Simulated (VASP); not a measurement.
# Hf4Si (I4/mmm) in VASP: notebook

The runs below take Hf4Si through single point, with PBE.

All numbers are computed with VASP 6.6.1; they aren't measurements. Logs are shortened: lines on timing, memory, paths and dates and some standing lists are left out, and cuts for length are marked.

### Step 1. The cell of the first run

Symmetry: I4/mmm, No. 139, tetragonal system. Conventional cell: a = 3.486 Å, b = 3.486 Å, c = 16.735 Å, α = 90.00°, β = 90.00°, γ = 90.00°. Hf (site symmetry 4mm) has 13 Hf at 3.05 to 3.75 Å and 1 Si at 3.21 Å within 4.0 Å. Hf (site symmetry 4mm) has 10 Hf at 2.82 to 3.75 Å and 4 Si at 2.84 Å within 3.8 Å. Si (site symmetry 4/mmm) has 10 Hf at 2.84 to 3.21 Å and 4 Si at 3.49 Å within 3.7 Å.

### Step 2. Single point, PBE

File INCAR:

```
SYSTEM = Hf4Si
ALGO = Fast ; EDIFF = 1E-6
ENCUT = 520 ; GGA = PE
ISIF = 2 ; ISMEAR = 0
LASPH = .True. ; LCHARG = .False.
LREAL = .False. ; LWAVE = .False.
NBANDS = 30 ; NELM = 100
PREC = Accurate ; SIGMA = 0.2
```

File KPOINTS:

```
k-points
0
Gamma
  7 7 7
  0 0 0
```

File POSCAR:

```
Hf4Si
1.0
   -1.7431953133      1.7431953133      8.3677249736
    1.7431953133     -1.7431953133      8.3677249736
    1.7431953133      1.7431953133     -8.3677249736
Hf Si
4 1
Direct
    0.1915828886      0.1915828886      0.0000000000
    0.5843793062      0.5843793062      0.0000000000
    0.4156206938      0.4156206938      0.0000000000
    0.8084171114      0.8084171114      0.0000000000
    0.0000000000      0.0000000000      0.0000000000
```

Potentials or basis: VASP PAW PBE potentials, release 64 (Hf_pv, Si).

On the command line:

```console
$ cat potpaw_PBE.64/Hf_pv/POTCAR potpaw_PBE.64/Si/POTCAR > POTCAR
$ mpirun -np 1 vasp_std > vasp.out
```

OUTCAR:

```text
SYSTEM = Hf4Si
   EDIFF = 1E-6
   ENCUT = 520
   GGA = PE
   ISIF = 2
   ISMEAR = 0
   LASPH = .True.
   LREAL = .False.
   NELM = 100
   PREC = Accurate

 ion  position               nearest neighbor table
   1  0.192  0.192  0.000-   2 3.05   2 3.05   2 3.05   2 3.05   4 3.15   4 3.15   4 3.15   4 3.15
                             5 3.21   3 3.75
   2  0.584  0.584  0.000-   3 2.82   5 2.84   5 2.84   5 2.84   5 2.84   1 3.05   1 3.05   1 3.05
                             1 3.05   4 3.75
   3  0.416  0.416  0.000-   2 2.82   5 2.84   5 2.84   5 2.84   5 2.84   4 3.05   4 3.05   4 3.05
                             4 3.05   1 3.75
   4  0.808  0.808  0.000-   3 3.05   3 3.05   3 3.05   3 3.05   1 3.15   1 3.15   1 3.15   1 3.15
                             5 3.21   2 3.75
   5  0.000  0.000  0.000-   3 2.84   2 2.84   2 2.84   2 2.84   3 2.84   3 2.84   2 2.84   3 2.84
                             1 3.21   4 3.21

  LATTYP: Found a body centered tetragonal cell.
 ALAT       =     3.4863906266
 C/A-ratio  =     4.8002222756

  Lattice vectors:

 A1 = (  -1.7431953133,   1.7431953133,   8.3677249736)
 A2 = (   1.7431953133,  -1.7431953133,   8.3677249736)
 A3 = (   1.7431953133,   1.7431953133,  -8.3677249736)

Analysis of symmetry for initial positions (statically):
=====================================================================
 Subroutine PRICEL returns:
 Original cell was already a primitive cell.

 Routine SETGRP: Setting up the symmetry group for a
 body centered tetragonal supercell.

 Subroutine GETGRP returns: Found 16 space group operations
 (whereof 16 operations were pure point group operations)
 out of a pool of 16 trial point group operations.

The static configuration has the point symmetry D_4h.

Analysis of symmetry for dynamics (positions and initial velocities):
=====================================================================
 Subroutine PRICEL returns:
 Original cell was already a primitive cell.

 Routine SETGRP: Setting up the symmetry group for a
 body centered tetragonal supercell.

 Subroutine GETGRP returns: Found 16 space group operations
 (whereof 16 operations were pure point group operations)
 out of a pool of 16 trial point group operations.

The dynamic configuration has the point symmetry D_4h.

 Subroutine INISYM returns: Found 16 space group operations
 (whereof 16 operations are pure point group operations),
 and found     1 'primitive' translations

----------------------------------------------------------------------------------------

                                     Primitive cell

  volume of cell :     101.7090

  direct lattice vectors                    reciprocal lattice vectors
    -1.743195313  1.743195313  8.367724974     0.000000000  0.286829592  0.059753398
     1.743195313 -1.743195313  8.367724974     0.286829592  0.000000000  0.059753398
     1.743195313  1.743195313 -8.367724974     0.286829592  0.286829592  0.000000000

  length of vectors
     8.723318235  8.723318235  8.723318235     0.292987514  0.292987514  0.405638299

  position of ions in fractional coordinates (direct lattice)
     0.191582889  0.191582889  0.000000000
     0.584379306  0.584379306  0.000000000
     0.415620694  0.415620694  0.000000000
     0.808417111  0.808417111  0.000000000
     0.000000000  0.000000000  0.000000000

  ion indices of the primitive-cell ions
   primitive index   ion index
                 1           1
                 2           2
                 3           3
                 4           4
                 5           5

----------------------------------------------------------------------------------------

 KPOINTS: k-points

Automatic generation of k-mesh.
 Grid dimensions read from file:
 generate k-points for:    7    7    7

 Generating k-lattice:

  Cartesian coordinates                     Fractional coordinates (reciprocal lattice)
     0.000000000  0.040975656  0.008536200     0.142857143  0.000000000  0.000000000
     0.040975656  0.000000000  0.008536200     0.000000000  0.142857143  0.000000000
     0.040975656  0.040975656  0.000000000     0.000000000  0.000000000  0.142857143

  Length of vectors
     0.041855359  0.041855359  0.057948328

  Shift w.r.t. Gamma in fractional coordinates (k-lattice)
     0.000000000  0.000000000  0.000000000

 Subroutine IBZKPT returns following result:
 ===========================================

 Found     40 irreducible k-points:

 Following reciprocal coordinates:
            Coordinates               Weight
  0.000000  0.000000  0.000000      1.000000
  0.142857  0.000000 -0.000000      8.000000
  0.285714  0.000000 -0.000000      8.000000
  0.428571  0.000000 -0.000000      8.000000
  0.142857  0.142857 -0.000000      8.000000
  0.285714  0.142857 -0.000000     16.000000
[... 16 lines left out ...]
 -0.142857  0.285714  0.142857      8.000000
 -0.428571  0.428571  0.142857      8.000000
 [... further k-points ...]
   k-points           NKPTS =     40   k-points in BZ     NKDIM =     40   number of bands    NBANDS=     30
   number of dos      NEDOS =    301   number of ions     NIONS =      5
   total plane-waves  NPLWV = 343000
   dimension x,y,z NGX =    70 NGY =   70 NGZ =   70
   dimension x,y,z NGXF=   140 NGYF=  140 NGZF=  140
   ions per type =               4   1
   NGX,Y,Z   is equivalent  to a cutoff of  13.34, 13.34, 13.34 a.u.
   NGXF,Y,Z  is equivalent  to a cutoff of  26.68, 26.68, 26.68 a.u.
 SYSTEM =  Hf4Si
   PREC   = accura    normal or accurate (medium, high low for compatibility)
   ISTART =      0    job   : 0-new  1-cont  2-samecut
   ICHARG =      2    charge: 1-file 2-atom 10-const
   ISPIN  =      1    spin polarized calculation?
   LNONCOLLINEAR =      F non collinear calculations
   LSORBIT =      F    spin-orbit coupling
   LASPH  =      T    aspherical Exc in radial PAW
   ENCUT  =  520.0 eV  38.22 Ry    6.18 a.u.  16.22 16.22 16.22*2*pi/ulx,y,z
   NELM   =    100;   NELMIN=  2; NELMDL= -5     # of ELM steps
   EDIFF  = 0.1E-05   stopping-criterion for ELM
   LREAL  =      F    real-space projection
   EDIFFG = 0.1E-04   stopping-criterion for IOM
   NSW    =      0    number of steps for IOM
   IBRION =     -1    ionic relax: 0-MD 1-quasi-New 2-CG
   NFREE  =      0    steps in history (QN), initial steepest desc. (CG)
   ISIF   =      2    stress and relaxation
   ISYM   =      2    0-nonsym 1-usesym 2-fastsym
   POTIM  = 0.5000    time-step for ionic-motion
   TEBEG  =    0.0;   TEEND  =   0.0 temperature during run
   PSTRESS=    0.0 pullay stress
   NELECT =      44.0000    total number of electrons
   NUPDOWN=      -1.0000    fix difference up-down
   EMIN   =  10.00;   EMAX   =-10.00  energy-range for DOS
   EFERMI =   0.00;   METHOD = LEGACY
   ISMEAR =     0;   SIGMA  =   0.20  broadening in eV -4-tet -1-fermi 0-gaus
   EFERMI_NEDOS =   21; number of points for ismear=-14 and -15
   IALGO  =     68    algorithm
   IMIX   =      4    mixing-type and parameters
     AMIX     =   0.40;   BMIX     =  1.00
     AMIX_MAG =   1.60;   BMIX_MAG =  1.00
  volume/ion in A,a.u.               =      20.34       137.27
  Fermi-wavevector in a.u.,A,eV,Ry     =   1.238148  2.339760 20.857874  1.533010
  Thomas-Fermi vector in A             =   2.372685
   LORBIT       =      0    0 simple, 1 ext, 2 COOP (PROOUT), +10 PAW based schemes
   GGA     = PE    functional components
   LHFCALC =     F    Hartree Fock is set to
   AEXX    =    0.0000 exact exchange contribution
   IVDW    =     0    specifies the selected vdW correction
   LEPSILON=     F    determine dielectric tensor
   LRPA    =     F    only Hartree local field effects (RPA)
 non-spin polarized calculation
 RMM-DIIS sequential band-by-band and
 Gauss-broadening in eV      SIGMA  =   0.20
  energy-cutoff  :      520.00
  volume of cell :      101.71
 maximum number of plane-waves:      2775
 NGX is ok and might be reduce to    70
   NGX = 33   NGY = 33   NGZ = 33

 number of electron      44.0000002 magnetization

 Free energy of the ion-electron system (eV)
  ---------------------------------------------------
  ext. energy  EPLUGINS =         0.00000000
  ---------------------------------------------------
  free energy    TOTEN  =       -46.22183203 eV

  energy without entropy =      -46.11061518  energy(sigma->0) =      -46.16622360

 E-fermi :   5.4040     XC(G=0): -11.3636

 val. band max:        5.3970286104   @ k =   0.2857   0.2857   0.0000
 cond. band min:       5.4136090951   @ k =  -0.4286   0.4286   0.2857
 fundamental gap:      0.0165804847
 Fermi energy:         5.4039886841

 k-point     1 :       0.0000    0.0000    0.0000
  band No.  band energies     occupation
      1     -25.2370      2.00000
      2     -24.9616      2.00000
      3     -24.9616      2.00000
      4     -24.9604      2.00000
      5     -24.8789      2.00000
      6     -24.8571      2.00000
[... 22 lines left out ...]
     29       8.4274      0.00000
     30       8.5146      0.00000

 k-point     2 :       0.1429    0.0000   -0.0000
  band No.  band energies     occupation
      1     -25.2210      2.00000
      2     -25.0714      2.00000
      3     -25.0049      2.00000
      4     -24.9404      2.00000
      5     -24.8995      2.00000
      6     -24.8420      2.00000
[... 22 lines left out ...]
     29       8.1943      0.00000
     30       8.4807      0.00000

 k-point     3 :       0.2857    0.0000   -0.0000
  band No.  band energies     occupation
      1     -25.2240      2.00000
      2     -25.1803      2.00000
      3     -25.0664      2.00000
      4     -24.9633      2.00000
      5     -24.8825      2.00000
      6     -24.8028      2.00000
[... 682 lines left out ...]
     29       8.1711      0.00000
     30       8.8247      0.00000

 k-point    24 :      -0.4286    0.4286    0.1429
  band No.  band energies     occupation
      1     -25.2254      2.00000
      2     -25.1303      2.00000
      3     -25.1209      2.00000
      4     -25.0511      2.00000
      5     -25.0167      2.00000
      6     -24.8919      2.00000
[... 22 lines left out ...]
     29       9.4581      0.00000
     30       9.6084      0.00000

 [... further k-points ...]

------------------------ aborting loop because EDIFF is reached ----------------------------------------

  FORCE on cell =-STRESS in cart. coord.  units (eV):
  Direction    XX          YY          ZZ          XY          YZ          ZX
  --------------------------------------------------------------------------------------
  -------------------------------------------------------------------------------------
  Total       -0.1588489     -0.1588489     -0.1334598      0.0000000      0.0000000      0.0000000
  in kB       -2.5022767     -2.5022767     -2.1023325      0.0000000      0.0000000      0.0000000
  external PRESSURE =      -2.3689620 kB  Pullay stress =       0.0000000 kB

 VOLUME and BASIS-vectors are now :
 -----------------------------------------------------------------------------
  energy-cutoff  :      520.00
  volume of cell :      101.71
      direct lattice vectors                 reciprocal lattice vectors
    -1.743195313  1.743195313  8.367724974     0.000000000  0.286829592  0.059753398
     1.743195313 -1.743195313  8.367724974     0.286829592  0.000000000  0.059753398
     1.743195313  1.743195313 -8.367724974     0.286829592  0.286829592  0.000000000

 POSITION                                       TOTAL-FORCE (eV/Angst)
 -----------------------------------------------------------------------------------
      0.00000      0.00000      3.20623        -0.000000     -0.000000     -0.018650
      0.00000      0.00000      9.77985        -0.000000     -0.000000     -0.008115
      0.00000      0.00000      6.95560         0.000000      0.000000      0.008115
      0.00000      0.00000     13.52922         0.000000      0.000000      0.018650
      0.00000      0.00000      0.00000         0.000000      0.000000     -0.000000
 -----------------------------------------------------------------------------------
    total drift:                               -0.000000     -0.000000      0.000000

  FREE ENERGIE OF THE ION-ELECTRON SYSTEM (eV)
  ---------------------------------------------------
  free  energy   TOTEN  =       -46.2218320262 eV

  energy  without entropy=      -46.1106151752  energy(sigma->0) =      -46.16622360
```

Run time: 27 min. Hardware: 1 thread of Intel Xeon 8259CL, shared host; peak memory 0.75 GiB.

What came out:

| Property | Result |
| --- | --- |
| Free energy | -46.2218 eV |
| Pressure | -0.2 GPa |
| Largest force | 0.019 eV/Å |
| Band gap on the k mesh | zero (bands 22 and 23 overlap by 1.68 eV) |

Forces on the atoms (eV/Å):
```
Hf   0.000  0.000 -0.019
Hf   0.000  0.000 -0.008
Hf   0.000  0.000  0.008
Hf   0.000  0.000  0.019
Si   0.000  0.000  0.000
```

Caveat: spin-orbit coupling is left out, which moves the levels of the heavy elements.

### Step 3. Single point, PBE

This run uses another cell than the first one, of 20.40 Å³/atom.

File INCAR:

```
PREC = Accurate
ENCUT = 520
EDIFF = 1E-6
ISMEAR = 0
SIGMA = 0.1
LREAL = F
LASPH = T
NELM = 100
ALGO = Fast
ISIF = 2
LWAVE = F
LCHARG = F
GGA = PE
NBANDS = 30
```

File KPOINTS:

```
regular mesh
0
Gamma
  12 12 12
```

File POSCAR:

```
Hf4Si
1.0
   -1.7344888538      1.7344888538      8.4761902787
    1.7344888538     -1.7344888538      8.4761902787
    1.7344888538      1.7344888538     -8.4761902787
Hf Si
4 1
Direct
    0.1910005983      0.1910005983      0.0000000000
    0.5837921413      0.5837921413      0.0000000000
    0.4162078587      0.4162078587      0.0000000000
    0.8089994017      0.8089994017      0.0000000000
    0.0000000000      0.0000000000      0.0000000000
```

Potentials or basis: VASP PAW PBE potentials, release 64 (Hf_pv, Si).

On the command line:

```console
$ cat potpaw_PBE.64/Hf_pv/POTCAR potpaw_PBE.64/Si/POTCAR > POTCAR
$ mpirun -np 1 vasp_std > vasp.out
```

It took 33 min on 1 thread of Intel Xeon 6975P-C (Granite Rapids), shared host; peak memory 0.97 GiB.

Results (log left out):

```
Free energy            : -46.1734 eV
Pressure               : -0.4 GPa
Largest force          : 0.009 eV/Å
Band gap on the k mesh : zero (bands 22 and 23 overlap by 1.53 eV)
```

Forces in eV/Å, atoms in the order of the input:
```
Hf   0.000  0.000 -0.009
Hf   0.000  0.000 -0.003
Hf   0.000  0.000  0.003
Hf   0.000  0.000  0.009
Si   0.000  0.000  0.000
```

Levels at points of the mesh, in eV from the Fermi level:
```tsv
k point	band 19	band 20	band 21	band 22	band 23	band 24	band 25	band 26
(0.00, 0.00, 0.00)	-1.03	-0.31	-0.31	1.16	1.45	1.45	1.89	2.23
(0.50, 0.00, 0.00)	-0.76	-0.41	0.07	0.15	0.20	0.82	0.83	0.93
(0.50, 0.50, 0.00)	-1.00	-0.97	-0.33	-0.32	0.41	0.65	0.71	2.31
(0.50, 0.50, 0.50)	-0.96	-0.29	-0.29	0.01	1.47	1.47	2.32	2.32
```

Caveat: spin-orbit coupling is left out, which moves the levels of the heavy elements.
